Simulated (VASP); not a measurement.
Input of a VASP 6.6.1 run:

INCAR

```
SYSTEM = MnO2
  PREC = Accurate
  ENCUT = 520
  EDIFF = 1E-7
  ISMEAR = 0
  SIGMA = 0.05
  LREAL = .FALSE.
  LASPH = .TRUE.
  NELM = 150
  ALGO = Normal
  ISIF = 2
  LWAVE = .FALSE.
  LCHARG = .FALSE.
  ISPIN = 2
  MAGMOM = 3.15 0 0
  LORBIT = 11
  LMAXMIX = 4
  LDAU = .TRUE.
  LDAUTYPE = 2
  LDAUL = 2 -1
  LDAUU = 7 0
  LDAUJ = 0 0
  LDAUPRINT = 1
  GGA = PE
  NBANDS = 24
```

The input KPOINTS:

```
Automatic mesh
0
G
  10 10 6
  0 0 0
```

The input POSCAR:

```
MnO2
1.0
    2.9203003366      0.0000000000      0.0000000000
   -1.4601501683      2.5290542782      0.0000000000
    0.0000000000      0.0000000000      5.5070216066
Mn O
1 2
Direct
    0.0000000000      0.0000000000      0.0000000000
    0.3333333333      0.6666666667      0.1728657965
    0.6666666667      0.3333333333      0.8271342035
```

Potentials or basis: VASP PAW PBE potentials, release 64 (Mn_pv, O).

Launch:

```bash
$ cat potpaw_PBE.64/Mn_pv/POTCAR potpaw_PBE.64/O/POTCAR > POTCAR
$ mpirun -np 1 vasp_std > vasp.out
```

Problem. Estimate the site moments.

Solution. Mn +3.59; O -0.28 μB.

Problem. What does it give for the band gap on the k mesh?

Solution. 1.37 eV (least direct gap 1.56 eV).

Problem. Predict the pressure.

Solution. 5.9 GPa.

Problem. What does it give for the net moment?

Solution. 3.00 μB per cell.

Forces in eV/Å, atoms in the order of the input:
```
Mn   0.000  0.000  0.000
O    0.000  0.000  0.475
O    0.000  0.000 -0.475
```

Caveat: the cell stands under pressure; a cell with one magnetic atom can't hold antiferromagnetic order, which such compounds often take. The state reached can hang on the start; a lower one may exist.
